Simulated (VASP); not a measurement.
# Sr (Im-3m) in VASP: further runs, part 2 of 2

VASP 6.6.1. The steps go on from the part before.

## Step 3: Electric field gradients, PBEsol

Contents of INCAR:

```
SYSTEM = Sr
  ALGO = Normal
  EDIFF = 1E-8
  ENCUT = 520
  GGA = PS
  ISIF = 2
  ISMEAR = -1
  LASPH = .TRUE.
  LCHARG = .FALSE.
  LEFG = .TRUE.
  LREAL = .FALSE.
  LWAVE = .FALSE.
  NBANDS = 11
  NELM = 80
  PREC = Accurate
  SIGMA = 0.05
```

Contents of KPOINTS:

```
k-points
0
G
  10 10 10
  0 0 0
```

Contents of POSCAR:

```
Sr
1.0
   -2.4022136893      2.4022136893      2.4022136893
    2.4022136893     -2.4022136893      2.4022136893
    2.4022136893      2.4022136893     -2.4022136893
Sr
1
Direct
    0.0000000000      0.0000000000      0.0000000000
```

Potentials or basis: VASP PAW PBE potentials, release 64 (Sr_sv).

Run with:

```sh
> cat potpaw_PBE.64/Sr_sv/POTCAR > POTCAR
> mpirun -np 1 vasp_std > vasp.out
```

OUTCAR:

```text
SYSTEM = Sr
   EDIFF = 1E-8
   ENCUT = 520
   GGA = PS
   ISIF = 2
   ISMEAR = -1
   LASPH = .TRUE.
   LREAL = .FALSE.
   NELM = 80
   PREC = Accurate

 ion  position               nearest neighbor table
   1  0.000  0.000  0.000-

  LATTYP: Found a body centered cubic cell.
 ALAT       =     4.8044273786

  Lattice vectors:

 A1 = (  -2.4022136893,   2.4022136893,   2.4022136893)
 A2 = (   2.4022136893,  -2.4022136893,   2.4022136893)
 A3 = (   2.4022136893,   2.4022136893,  -2.4022136893)

[... 539 lines left out ...]
    total drift:                                0.000000      0.000000     -0.000000

  FREE ENERGIE OF THE ION-ELECTRON SYSTEM (eV)
  ---------------------------------------------------
  free  energy   TOTEN  =        -1.8302166930 eV

  energy  without entropy=       -1.8206923368  energy(sigma->0) =       -1.82545451

 Electric field gradients (V/A^2)
---------------------------------------------------------------------
 ion       V_xx      V_yy      V_zz      V_xy      V_xz      V_yz
---------------------------------------------------------------------
   1       0.000    -0.000    -0.000    -0.000    -0.000    -0.000
---------------------------------------------------------------------

 Electric field gradients after diagonalization (V/A^2)
 (convention: |V_zz| > |V_xx| > |V_yy|)
----------------------------------------------------------------------
 ion       V_xx      V_yy      V_zz     asymmetry (V_yy - V_xx)/ V_zz
----------------------------------------------------------------------
   1       0.000     0.000    -0.000       0.000
----------------------------------------------------------------------

           NMR quadrupolar parameters

 Cq : quadrupolar parameter    Cq=e*Q*V_zz/h
 eta: asymmetry parameters     (V_yy - V_xx)/ V_zz
 Q  : nuclear electric quadrupole moment in mb (millibarn)
----------------------------------------------------------------------
 ion       Cq(MHz)       eta       Q (mb)
----------------------------------------------------------------------
   1      -0.000       0.000       1.000
----------------------------------------------------------------------
```

Wall time 41 s (1 thread of AMD EPYC, shared host); peak memory 0.15 GiB.

What came out:

* Free energy: -1.8302 eV
* Pressure: -0.9 GPa
* Band gap on the k mesh: zero (band 5 reaches 1.70 eV, above the bottom of band 6 at 1.35 eV)

Levels at points of the mesh, in eV from the Fermi level:
```csv
k point,band 3,band 4,band 5,band 6,band 7,band 8
"(0.00, 0.00, 0.00)",-18.47,-18.47,-3.66,2.33,2.33,2.33
"(0.50, 0.00, 0.00)",-18.54,-18.47,-1.03,0.20,1.18,3.46
"(0.50, 0.50, 0.50)",-18.61,-18.61,-0.14,-0.14,3.55,3.55
```

Caveat: without QUAD_EFG the Cq values of the log hold for a quadrupole moment of 1 mb, not for the nuclei; the PAW data sets were made with another functional, which shifts forces and pressure a little.

## Step 4: Electric field gradients, PBE

Contents of INCAR:

```
SYSTEM = Sr
ALGO = Normal
EDIFF = 1E-8
ENCUT = 520
GGA = PE
ISIF = 2
ISMEAR = -1
LASPH = .TRUE.
LCHARG = .FALSE.
LEFG = .TRUE.
LREAL = .FALSE.
LWAVE = .FALSE.
NBANDS = 11
NELM = 60
PREC = Accurate
SIGMA = 0.05
```

KPOINTS is that of step 3.

POSCAR is that of step 3.

Potentials or basis: VASP PAW PBE potentials, release 64 (Sr_sv).

Run with:

```sh
> cat potpaw_PBE.64/Sr_sv/POTCAR > POTCAR
> mpirun -np 1 vasp_std > vasp.out
```

OUTCAR:

```text
SYSTEM = Sr
   EDIFF = 1E-8
   ENCUT = 520
   GGA = PE
   ISIF = 2
   ISMEAR = -1
   LASPH = .TRUE.
   LREAL = .FALSE.
   NELM = 60
   PREC = Accurate

 ion  position               nearest neighbor table
   1  0.000  0.000  0.000-

  LATTYP: Found a body centered cubic cell.
 ALAT       =     4.8044273786

  Lattice vectors:

 A1 = (  -2.4022136893,   2.4022136893,   2.4022136893)
 A2 = (   2.4022136893,  -2.4022136893,   2.4022136893)
 A3 = (   2.4022136893,   2.4022136893,  -2.4022136893)

[... 539 lines left out ...]
    total drift:                                0.000000      0.000000     -0.000000

  FREE ENERGIE OF THE ION-ELECTRON SYSTEM (eV)
  ---------------------------------------------------
  free  energy   TOTEN  =        -1.6364359013 eV

  energy  without entropy=       -1.6267548586  energy(sigma->0) =       -1.63159538

 Electric field gradients (V/A^2)
---------------------------------------------------------------------
 ion       V_xx      V_yy      V_zz      V_xy      V_xz      V_yz
---------------------------------------------------------------------
   1      -0.000    -0.000     0.000    -0.000    -0.000    -0.000
---------------------------------------------------------------------

 Electric field gradients after diagonalization (V/A^2)
 (convention: |V_zz| > |V_xx| > |V_yy|)
----------------------------------------------------------------------
 ion       V_xx      V_yy      V_zz     asymmetry (V_yy - V_xx)/ V_zz
----------------------------------------------------------------------
   1       0.000     0.000    -0.000       0.000
----------------------------------------------------------------------

           NMR quadrupolar parameters

 Cq : quadrupolar parameter    Cq=e*Q*V_zz/h
 eta: asymmetry parameters     (V_yy - V_xx)/ V_zz
 Q  : nuclear electric quadrupole moment in mb (millibarn)
----------------------------------------------------------------------
 ion       Cq(MHz)       eta       Q (mb)
----------------------------------------------------------------------
   1      -0.000       0.000       1.000
----------------------------------------------------------------------
```

OSZICAR:

```text
N       E                     dE             d eps       ncg     rms          rms(c)
DAV:   1     0.365930764673E+02    0.36593E+02   -0.48647E+03  1034   0.791E+02
DAV:   2     0.306822009528E+00   -0.36286E+02   -0.35556E+02  1202   0.148E+02
DAV:   3    -0.157712437186E+01   -0.18839E+01   -0.18650E+01  1594   0.250E+01
DAV:   4    -0.163054800855E+01   -0.53424E-01   -0.53375E-01  1318   0.427E+00
DAV:   5    -0.163218361934E+01   -0.16356E-02   -0.16355E-02  1538   0.476E-01    0.107E+01
DAV:   6    -0.163437768991E+01   -0.21941E-02   -0.68395E-03  1237   0.928E-01    0.603E+00
DAV:   7    -0.163630935195E+01   -0.19317E-02   -0.11966E-02  1163   0.122E+00    0.289E-01
DAV:   8    -0.163639590131E+01   -0.86549E-04   -0.14297E-03  1635   0.219E-01    0.679E-02
DAV:   9    -0.163641869221E+01   -0.22791E-04   -0.14355E-05  1247   0.350E-02    0.303E-02
DAV:  10    -0.163643652001E+01   -0.17828E-04   -0.73420E-06  1287   0.194E-02    0.578E-03
DAV:  11    -0.163643580104E+01    0.71897E-06   -0.52134E-07  1281   0.518E-03    0.280E-03
DAV:  12    -0.163643582499E+01   -0.23951E-07   -0.11813E-07  1628   0.232E-03    0.902E-04
DAV:  13    -0.163643593706E+01   -0.11207E-06   -0.47518E-09   840   0.632E-04    0.272E-04
DAV:  14    -0.163643590517E+01    0.31893E-07   -0.22004E-09   712   0.289E-04    0.264E-04
DAV:  15    -0.163643590125E+01    0.39137E-08   -0.67726E-10   676   0.151E-04
   1 F= -.16364359E+01 E0= -.16315954E+01  d E =-.968104E-02
```

It took 41 s on 1 thread of AMD EPYC, shared host; peak memory 0.15 GiB.

Results:

```yaml
Free_energy: -1.6364 eV
Pressure: -0.3 GPa
Band_gap_on_the_k_mesh: zero (band 5 reaches 1.80 eV, above the bottom of band 6 at 1.43 eV)
```

Levels at points of the mesh, in eV from the Fermi level:
```tsv
k point	band 2	band 3	band 4	band 5	band 6	band 7	band 8	band 9
(0.00, 0.00, 0.00)	-18.54	-18.54	-18.54	-3.64	2.35	2.35	2.35	3.66
(0.50, 0.00, 0.00)	-18.73	-18.60	-18.54	-1.01	0.20	1.20	3.47	4.14
(0.50, 0.50, 0.50)	-18.67	-18.67	-18.67	-0.14	-0.14	3.57	3.57	3.57
```

Caveat: without QUAD_EFG the Cq values of the log hold for a quadrupole moment of 1 mb, not for the nuclei.

## Step 5: Overview

| level | potentials or basis | gap on the mesh (eV) | pressure (GPa) |
| --- | --- | --- | --- |
| LDA | VASP PAW LDA potentials, release 64 (Sr_sv) | none | -1.6 |
| PBEsol | VASP PAW PBE potentials, release 64 (Sr_sv) | none | -0.9 |
| PBE | VASP PAW PBE potentials, release 64 (Sr_sv) | none | -0.3 |

Alike in all rows: task electric field gradients; no spin polarisation; cell as given; k mesh 10 × 10 × 10; cutoff (eV) 520; smearing fermi-dirac 0.05 eV.

Caveats: the PAW data sets were made with another functional, which shifts forces and pressure a little (some runs).

Absolute energies hang on the potentials; compare differences alone.
